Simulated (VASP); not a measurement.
# SnTe (Fm-3m) in VASP: notebook

The runs below take SnTe through single point, with PBEsol.

Program: VASP 6.6.1. These are calculated values, not measurements. Logs are shortened: lines on timing, memory, paths and dates and some standing lists are left out, and cuts for length are marked.

### Step 1. The cell of the first run

The structure is cubic, space group Fm-3m (No. 225). The conventional cell has a = 6.379 Å, b = 6.379 Å, c = 6.379 Å, α = 90.00°, β = 90.00°, γ = 90.00°. Within 4.2 Å of Sn (site symmetry m-3m) lie 6 Te at 3.19 Å. Within 4.2 Å of Te (site symmetry m-3m) lie 6 Sn at 3.19 Å.

### Step 2. Single point, PBEsol

Contents of INCAR:

```
PREC = Accurate
ENCUT = 500
EDIFF = 1E-6
ISMEAR = 1
SIGMA = 0.2
LREAL = F
LASPH = T
NELM = 120
ALGO = Normal
ISIF = 2
LWAVE = F
LCHARG = F
GGA = PS
NBANDS = 17
GGA_COMPAT = F
```

Contents of KPOINTS:

```
regular mesh
0
Gamma
  6 6 6
```

Contents of POSCAR:

```
SnTe
1.0
    0.0000000000      3.1893303407      3.1893303407
    3.1893303407      0.0000000000      3.1893303407
    3.1893303407      3.1893303407      0.0000000000
Sn Te
1 1
Direct
    0.0000000000      0.0000000000      0.0000000000
    0.5000000000      0.5000000000      0.5000000000
```

Potentials or basis: VASP PAW PBE potentials, release 64 (Sn_d, Te).

Started as:

```console
> cat potpaw_PBE.64/Sn_d/POTCAR potpaw_PBE.64/Te/POTCAR > POTCAR
> mpirun -np 1 vasp_std > vasp.out
```

OUTCAR:

```text
PREC = Accurate
   ENCUT = 500
   EDIFF = 1E-6
   ISMEAR = 1
   LREAL = F
   LASPH = T
   NELM = 120
   ISIF = 2
   GGA = PS

 ion  position               nearest neighbor table
   1  0.000  0.000  0.000-   2 3.19   2 3.19   2 3.19   2 3.19   2 3.19   2 3.19
   2  0.500  0.500  0.500-   1 3.19   1 3.19   1 3.19   1 3.19   1 3.19   1 3.19

  LATTYP: Found a face centered cubic cell.
 ALAT       =     6.3786606814

  Lattice vectors:

 A1 = (   0.0000000000,   3.1893303407,   3.1893303407)
 A2 = (   3.1893303407,   0.0000000000,   3.1893303407)
 A3 = (   3.1893303407,   3.1893303407,   0.0000000000)

Analysis of symmetry for initial positions (statically):
=====================================================================
 Subroutine PRICEL returns:
 Original cell was already a primitive cell.

 Routine SETGRP: Setting up the symmetry group for a
 face centered cubic supercell.

 Subroutine GETGRP returns: Found 48 space group operations
 (whereof 48 operations were pure point group operations)
 out of a pool of 48 trial point group operations.

The static configuration has the point symmetry O_h .

Analysis of symmetry for dynamics (positions and initial velocities):
=====================================================================
 Subroutine PRICEL returns:
 Original cell was already a primitive cell.

 Routine SETGRP: Setting up the symmetry group for a
 face centered cubic supercell.

 Subroutine GETGRP returns: Found 48 space group operations
 (whereof 48 operations were pure point group operations)
 out of a pool of 48 trial point group operations.

The dynamic configuration has the point symmetry O_h .

 Subroutine INISYM returns: Found 48 space group operations
 (whereof 48 operations are pure point group operations),
 and found     1 'primitive' translations

----------------------------------------------------------------------------------------

                                     Primitive cell

  volume of cell :      64.8826

  direct lattice vectors                    reciprocal lattice vectors
     0.000000000  3.189330341  3.189330341    -0.156772722  0.156772722  0.156772722
     3.189330341  0.000000000  3.189330341     0.156772722 -0.156772722  0.156772722
     3.189330341  3.189330341  0.000000000     0.156772722  0.156772722 -0.156772722

  length of vectors
     4.510394223  4.510394223  4.510394223     0.271538320  0.271538320  0.271538320

  position of ions in fractional coordinates (direct lattice)
     0.000000000  0.000000000  0.000000000
     0.500000000  0.500000000  0.500000000

  ion indices of the primitive-cell ions
   primitive index   ion index
                 1           1
                 2           2

----------------------------------------------------------------------------------------

 KPOINTS: regular mesh

Automatic generation of k-mesh.
 Grid dimensions read from file:
 generate k-points for:    6    6    6

 Generating k-lattice:

  Cartesian coordinates                     Fractional coordinates (reciprocal lattice)
    -0.026128787  0.026128787  0.026128787     0.166666667  0.000000000  0.000000000
     0.026128787 -0.026128787  0.026128787     0.000000000  0.166666667  0.000000000
     0.026128787  0.026128787 -0.026128787     0.000000000  0.000000000  0.166666667

  Length of vectors
     0.045256387  0.045256387  0.045256387

  Shift w.r.t. Gamma in fractional coordinates (k-lattice)
     0.000000000  0.000000000  0.000000000

 Subroutine IBZKPT returns following result:
 ===========================================

 Found     16 irreducible k-points:

 Following reciprocal coordinates:
            Coordinates               Weight
  0.000000  0.000000  0.000000      1.000000
  0.166667  0.000000  0.000000      8.000000
  0.333333  0.000000  0.000000      8.000000
  0.500000  0.000000  0.000000      4.000000
  0.166667  0.166667  0.000000      6.000000
  0.333333  0.166667  0.000000     24.000000
[... 8 lines left out ...]
 -0.333333  0.333333  0.166667     24.000000
 -0.333333  0.500000  0.166667     12.000000
   k-points           NKPTS =     16   k-points in BZ     NKDIM =     16   number of bands    NBANDS=     17
   number of dos      NEDOS =    301   number of ions     NIONS =      2
   total plane-waves  NPLWV =  46656
   dimension x,y,z NGX =    36 NGY =   36 NGZ =   36
   dimension x,y,z NGXF=    72 NGYF=   72 NGZF=   72
   ions per type =               1   1
   NGX,Y,Z   is equivalent  to a cutoff of  13.27, 13.27, 13.27 a.u.
   NGXF,Y,Z  is equivalent  to a cutoff of  26.54, 26.54, 26.54 a.u.
 SYSTEM =  unknown system
   PREC   = accura    normal or accurate (medium, high low for compatibility)
   ISTART =      0    job   : 0-new  1-cont  2-samecut
   ICHARG =      2    charge: 1-file 2-atom 10-const
   ISPIN  =      1    spin polarized calculation?
   LNONCOLLINEAR =      F non collinear calculations
   LSORBIT =      F    spin-orbit coupling
   LASPH  =      T    aspherical Exc in radial PAW
   ENCUT  =  500.0 eV  36.75 Ry    6.06 a.u.   8.22  8.22  8.22*2*pi/ulx,y,z
   NELM   =    120;   NELMIN=  2; NELMDL= -5     # of ELM steps
   EDIFF  = 0.1E-05   stopping-criterion for ELM
   LREAL  =      F    real-space projection
   EDIFFG = 0.1E-04   stopping-criterion for IOM
   NSW    =      0    number of steps for IOM
   IBRION =     -1    ionic relax: 0-MD 1-quasi-New 2-CG
   NFREE  =      0    steps in history (QN), initial steepest desc. (CG)
   ISIF   =      2    stress and relaxation
   ISYM   =      2    0-nonsym 1-usesym 2-fastsym
   POTIM  = 0.5000    time-step for ionic-motion
   TEBEG  =    0.0;   TEEND  =   0.0 temperature during run
   PSTRESS=    0.0 pullay stress
   NELECT =      20.0000    total number of electrons
   NUPDOWN=      -1.0000    fix difference up-down
   EMIN   =  10.00;   EMAX   =-10.00  energy-range for DOS
   EFERMI =   0.00;   METHOD = LEGACY
   ISMEAR =     1;   SIGMA  =   0.20  broadening in eV -4-tet -1-fermi 0-gaus
   EFERMI_NEDOS =   21; number of points for ismear=-14 and -15
   IALGO  =     38    algorithm
   IMIX   =      4    mixing-type and parameters
     AMIX     =   0.40;   BMIX     =  1.00
     AMIX_MAG =   1.60;   BMIX_MAG =  1.00
  volume/ion in A,a.u.               =      32.44       218.92
  Fermi-wavevector in a.u.,A,eV,Ry     =   1.105882  2.089813 16.639575  1.222974
  Thomas-Fermi vector in A             =   2.242375
   LORBIT       =      0    0 simple, 1 ext, 2 COOP (PROOUT), +10 PAW based schemes
   GGA     = PS    functional components
   LHFCALC =     F    Hartree Fock is set to
   AEXX    =    0.0000 exact exchange contribution
   IVDW    =     0    specifies the selected vdW correction
   LEPSILON=     F    determine dielectric tensor
   LRPA    =     F    only Hartree local field effects (RPA)
 non-spin polarized calculation
 Methfessel and Paxton  Order N= 1 SIGMA  =   0.20
  energy-cutoff  :      500.00
  volume of cell :       64.88
 maximum number of plane-waves:      1676
 NGX is ok and might be reduce to    36
   NGX = 17   NGY = 17   NGZ = 17

 number of electron      20.0000002 magnetization

 Free energy of the ion-electron system (eV)
  ---------------------------------------------------
  ext. energy  EPLUGINS =         0.00000000
  ---------------------------------------------------
  free energy    TOTEN  =        -8.32519517 eV

  energy without entropy =       -8.32363114  energy(sigma->0) =       -8.32467383

 E-fermi :   6.3435     XC(G=0):  -9.4951

 val. band max:        6.3247443558   @ k =   0.5000   0.0000   0.0000
 cond. band min:       6.3623937014   @ k =   0.5000   0.0000   0.0000
 fundamental gap:      0.0376493456
 Fermi energy:         6.3435025518

 k-point     1 :       0.0000    0.0000    0.0000
  band No.  band energies     occupation
      1     -15.4243      2.00000
      2     -15.4243      2.00000
      3     -15.4191      2.00000
      4     -15.4191      2.00000
      5     -15.4191      2.00000
      6      -6.2013      2.00000
[... 9 lines left out ...]
     16      11.1335      0.00000
     17      13.1303      0.00000

 k-point     2 :       0.1667    0.0000    0.0000
  band No.  band energies     occupation
      1     -15.4252      2.00000
      2     -15.4252      2.00000
      3     -15.4188      2.00000
      4     -15.4178      2.00000
      5     -15.4178      2.00000
      6      -5.9823      2.00000
[... 9 lines left out ...]
     16      11.6773      0.00000
     17      14.6830      0.00000

 k-point     3 :       0.3333    0.0000    0.0000
  band No.  band energies     occupation
      1     -15.4275      2.00000
      2     -15.4275      2.00000
      3     -15.4181      2.00000
      4     -15.4147      2.00000
      5     -15.4147      2.00000
      6      -5.4175      2.00000
[... 9 lines left out ...]
     16      13.1649      0.00000
     17      16.7274      0.00000

 k-point     4 :       0.5000    0.0000    0.0000
  band No.  band energies     occupation
      1     -15.4287      2.00000
      2     -15.4287      2.00000
      3     -15.4177      2.00000
      4     -15.4131      2.00000
      5     -15.4131      2.00000
      6      -5.0062      2.00000
[... 9 lines left out ...]
     16      15.1554      0.00000
     17      15.1554      0.00000

 k-point     5 :       0.1667    0.1667    0.0000
  band No.  band energies     occupation
      1     -15.4275      2.00000
      2     -15.4233      2.00000
      3     -15.4200      2.00000
      4     -15.4169      2.00000
      5     -15.4169      2.00000
      6      -5.9112      2.00000
[... 9 lines left out ...]
     16      12.5179      0.00000
     17      13.5053      0.00000

 k-point     6 :       0.3333    0.1667    0.0000
  band No.  band energies     occupation
      1     -15.4302      2.00000
      2     -15.4240      2.00000
      3     -15.4196      2.00000
      4     -15.4148      2.00000
      5     -15.4140      2.00000
      6      -5.4633      2.00000
[... 9 lines left out ...]
     16      13.9893      0.00000
     17      15.3104      0.00000

 k-point     7 :       0.5000    0.1667    0.0000
  band No.  band energies     occupation
      1     -15.4309      2.00000
      2     -15.4264      2.00000
      3     -15.4175      2.00000
      4     -15.4139      2.00000
      5     -15.4124      2.00000
      6      -4.9523      2.00000
[... 9 lines left out ...]
     16      15.2386      0.00000
     17      15.6759      0.00000

 k-point     8 :      -0.3333    0.1667    0.0000
  band No.  band energies     occupation
      1     -15.4288      2.00000
      2     -15.4277      2.00000
      3     -15.4169      2.00000
      4     -15.4141      2.00000
      5     -15.4140      2.00000
      6      -5.0872      2.00000
[... 9 lines left out ...]
     16      14.3676      0.00000
     17      16.0423      0.00000

 k-point     9 :      -0.1667    0.1667    0.0000
  band No.  band energies     occupation
      1     -15.4271      2.00000
      2     -15.4259      2.00000
      3     -15.4183      2.00000
      4     -15.4167      2.00000
      5     -15.4153      2.00000
      6      -5.6452      2.00000
[... 9 lines left out ...]
     16      13.7350      0.00000
     17      14.0912      0.00000

 k-point    10 :       0.3333    0.3333    0.0000
  band No.  band energies     occupation
      1     -15.4348      2.00000
      2     -15.4216      2.00000
      3     -15.4212      2.00000
      4     -15.4122      2.00000
      5     -15.4122      2.00000
      6      -5.1960      2.00000
[... 9 lines left out ...]
     16      15.1209      0.00000
     17      15.5255      0.00000

 k-point    11 :       0.5000    0.3333    0.0000
  band No.  band energies     occupation
      1     -15.4361      2.00000
      2     -15.4221      2.00000
      3     -15.4207      2.00000
      4     -15.4114      2.00000
      5     -15.4108      2.00000
      6      -4.8182      2.00000
[... 9 lines left out ...]
     16      15.8175      0.00000
     17      16.3603      0.00000

 k-point    12 :      -0.3333    0.3333    0.0000
  band No.  band energies     occupation
      1     -15.4330      2.00000
      2     -15.4250      2.00000
      3     -15.4172      2.00000
      4     -15.4136      2.00000
      5     -15.4120      2.00000
      6      -4.7503      2.00000
[... 9 lines left out ...]
     16      13.9871      0.00000
     17      16.1631      0.00000

 k-point    13 :       0.5000    0.5000    0.0000
  band No.  band energies     occupation
      1     -15.4389      2.00000
      2     -15.4225      2.00000
      3     -15.4202      2.00000
      4     -15.4097      2.00000
      5     -15.4097      2.00000
      6      -4.7358      2.00000
[... 9 lines left out ...]
     16      16.7325      0.00000
     17      17.2752      0.00000

 k-point    14 :       0.5000    0.3333    0.1667
  band No.  band energies     occupation
      1     -15.4324      2.00000
      2     -15.4244      2.00000
      3     -15.4189      2.00000
      4     -15.4135      2.00000
      5     -15.4123      2.00000
      6      -5.0267      2.00000
[... 9 lines left out ...]
     16      14.6596      0.00000
     17      15.2691      0.00000

 k-point    15 :      -0.3333    0.3333    0.1667
  band No.  band energies     occupation
      1     -15.4328      2.00000
      2     -15.4252      2.00000
      3     -15.4163      2.00000
      4     -15.4155      2.00000
      5     -15.4110      2.00000
      6      -4.7499      2.00000
[... 9 lines left out ...]
     16      16.1384      0.00000
     17      16.2028      0.00000

 k-point    16 :      -0.3333    0.5000    0.1667
  band No.  band energies     occupation
      1     -15.4357      2.00000
      2     -15.4230      2.00000
      3     -15.4194      2.00000
      4     -15.4130      2.00000
      5     -15.4097      2.00000
      6      -4.6752      2.00000
[... 9 lines left out ...]
     16      16.2799      0.00000
     17      17.5058      0.00000

------------------------ aborting loop because EDIFF is reached ----------------------------------------

  FORCE on cell =-STRESS in cart. coord.  units (eV):
  Direction    XX          YY          ZZ          XY          YZ          ZX
  --------------------------------------------------------------------------------------
  -------------------------------------------------------------------------------------
  Total       -0.7530916     -0.7530916     -0.7530916      0.0000000      0.0000000      0.0000000
  in kB      -18.5964431    -18.5964431    -18.5964431      0.0000000      0.0000000      0.0000000
  external PRESSURE =     -18.5964431 kB  Pullay stress =       0.0000000 kB

 VOLUME and BASIS-vectors are now :
 -----------------------------------------------------------------------------
  energy-cutoff  :      500.00
  volume of cell :       64.88
      direct lattice vectors                 reciprocal lattice vectors
     0.000000000  3.189330341  3.189330341    -0.156772722  0.156772722  0.156772722
     3.189330341  0.000000000  3.189330341     0.156772722 -0.156772722  0.156772722
     3.189330341  3.189330341  0.000000000     0.156772722  0.156772722 -0.156772722

 POSITION                                       TOTAL-FORCE (eV/Angst)
 -----------------------------------------------------------------------------------
      0.00000      0.00000      0.00000         0.000000     -0.000000      0.000000
      3.18933      3.18933      3.18933        -0.000000      0.000000     -0.000000
 -----------------------------------------------------------------------------------
    total drift:                               -0.000000      0.000000      0.000000

  FREE ENERGIE OF THE ION-ELECTRON SYSTEM (eV)
  ---------------------------------------------------
  free  energy   TOTEN  =        -8.3251951729 eV

  energy  without entropy=       -8.3236311365  energy(sigma->0) =       -8.32467383
```

Wall time 12 s (1 thread of AMD EPYC 9R45 (Zen 5), shared host); peak memory 0.17 GiB.

Results:

| Item | Value |
| --- | --- |
| Free energy | -8.3252 eV |
| Pressure | -1.9 GPa |
| Band gap on the k mesh | 0.04 eV, direct |

Caveat: the PAW data sets were made with another functional, which shifts forces and pressure a little; spin-orbit coupling is left out, which moves the levels of the heavy elements. A k mesh can miss the band edges.

### Step 3. Single point, PBEsol

Contents of INCAR:

```
SYSTEM = SnTe
ALGO = Normal
EDIFF = 1E-6
ENCUT = 500
GGA = PS
GGA_COMPAT = .FALSE.
ISIF = 2
ISMEAR = -1
LASPH = .TRUE.
LCHARG = .FALSE.
LREAL = .FALSE.
LWAVE = .FALSE.
NBANDS = 17
NELM = 120
PREC = Accurate
SIGMA = 0.02
```

Contents of KPOINTS:

```
k-points
0
G
  6 6 6
  0 0 0
```

POSCAR is that of step 2.

Potentials or basis: VASP PAW PBE potentials, release 64 (Sn_d, Te).

Started as:

```console
> cat potpaw_PBE.64/Sn_d/POTCAR potpaw_PBE.64/Te/POTCAR > POTCAR
> mpirun -np 1 vasp_std > vasp.out
```

Wall time 12 s (1 thread of AMD EPYC 9R45 (Zen 5), shared host); peak memory 0.17 GiB.

The run converged. Its results:

| Property | Result |
| --- | --- |
| Free energy | -8.3243 eV |
| Pressure | -1.9 GPa |
| Band gap on the k mesh | 0.04 eV, direct |

Levels at points of the mesh, in eV from the valence-band top:
| k point | band 7 | band 8 | band 9 | band 10 | band 11 | band 12 | band 13 | band 14 |
| --- | --- | --- | --- | --- | --- | --- | --- | --- |
| (0.00, 0.00, 0.00) | -4.82 | -2.01 | -2.01 | -2.01 | 3.28 | 3.28 | 3.28 | 4.81 |
| (0.50, 0.00, 0.00) | -8.14 | -1.68 | -1.68 | 0.00 | 0.04 | 0.43 | 0.43 | 7.63 |
| (0.50, 0.50, 0.00) | -6.44 | -5.32 | -3.54 | -3.54 | 2.27 | 4.76 | 4.76 | 6.12 |

Caveat: the PAW data sets were made with another functional, which shifts forces and pressure a little; spin-orbit coupling is left out, which moves the levels of the heavy elements.

(Part 1 of 2 ends here.)
